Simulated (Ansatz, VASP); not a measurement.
## KI: VASP beside Ansatz

The input INCAR:

```
SYSTEM = KI
PREC = Accurate
ENCUT = 520
EDIFF = 1E-6
ISMEAR = 0
SIGMA = 0.01
LREAL = .False.
LASPH = .True.
NELM = 100
ALGO = Normal
ISIF = 2
LWAVE = .False.
LCHARG = .True.
GGA = PE
LELF = .True.
LVHAR = .True.
NBANDS = 15
```

The input KPOINTS:

```
Automatic mesh
0
Gamma
  6 6 6
  0 0 0
```

The input POSCAR:

```
KI
1.0
    0.0000000000      3.6237103823      3.6237103823
    3.6237103823      0.0000000000      3.6237103823
    3.6237103823      3.6237103823      0.0000000000
K I
1 1
Direct
    0.0000000000      0.0000000000      0.0000000000
    0.5000000000      0.5000000000      0.5000000000
```

Input for Ansatz:

```yaml
crystal:
  lattice:
    - [0.0, 3.6237103823, 3.6237103823]
    - [3.6237103823, 0.0, 3.6237103823]
    - [3.6237103823, 3.6237103823, 0.0]
  atoms:
    - { symbol: K, position: [0.0, 0.0, 0.0] }
    - { symbol: I, position: [0.5, 0.5, 0.5] }
kpoints:
  mp_grid: { grid: [6, 6, 6] }
hamiltonian:
  xc: pbe
scf:
  occupations: { method: fixed }
  n_extra_bands: 4
output:
  forces: true
  stress: true
  eigenvalues: true
```

Alike in both runs: task single point; functional PBE; k mesh 6 × 6 × 6; no spin polarisation.

|  | VASP | Ansatz |
| --- | --- | --- |
| version | VASP 6.6.1 | Ansatz 0.2.0 |
| potentials or method | VASP PAW PBE potentials, release 64 (K_sv, I) | plane waves, PAW |
| plane-wave cutoff (eV) | 520 | 420 |
| occupations | gaussian, width 0.01 eV | fixed |
| valence electrons in the cell | 16 | 26 |

```tsv
	VASP	Ansatz	Ansatz less VASP
gap on the k mesh at the Fermi level (eV)	3.79	3.80	+0.004
pressure (GPa)	-0.2	-0.3	-0.02
```

VASP's potentials hold 16 valence electrons a cell and Ansatz's 26, so a difference there can come from the potentials and not from the codes.

Neither program's run includes spin-orbit coupling.
